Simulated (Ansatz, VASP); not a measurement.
# Two plane-wave programs on BN

```
CELL_PARAMETERS angstrom
-2.50399 0.00000 0.00000
-1.25200 -2.16852 0.00000
0.00000 0.00000 13.82240
ATOMIC_POSITIONS crystal
B 0.33333 0.33333 0.84335
B 0.33333 0.33333 0.36144
B 0.66667 0.66667 0.12048
B 0.66667 0.66667 0.60239
N 0.33333 0.33333 0.12048
N 0.33333 0.33333 0.60239
N 0.66667 0.66667 0.84335
N 0.66667 0.66667 0.36144
```

Alike in both runs: task single point; functional PBE; dispersion D3(BJ); k mesh 10 × 10 × 2; occupations gaussian, width 0.05 eV; no spin polarisation.

```csv
,VASP,Ansatz
version,VASP 6.6.1,Ansatz 0.2.0
potentials or method,"VASP PAW PBE potentials, release 64 (B, N), cutoff 520 eV","scalar-relativistic, plane waves, PAW"
valence electrons in the cell,32,32
```

|  | VASP | Ansatz | Ansatz less VASP |
| --- | --- | --- | --- |
| gap on the k mesh at the Fermi level (eV) | 4.29 | 4.30 | +0.007 |
| least direct gap on the mesh (eV) | 4.71 | 4.72 | +0.004 |
| pressure (GPa) | 0.6 | 0.5 | -0.06 |
| traceless stress, the component that is largest in VASP (GPa) | -1.36 | -1.15 | +0.203 |
| rms of the force components (eV/Å) | 0.013 | 0.013 | -0.0001 |

Atom by atom the forces differ by 0.000 eV/Å (rms over components).
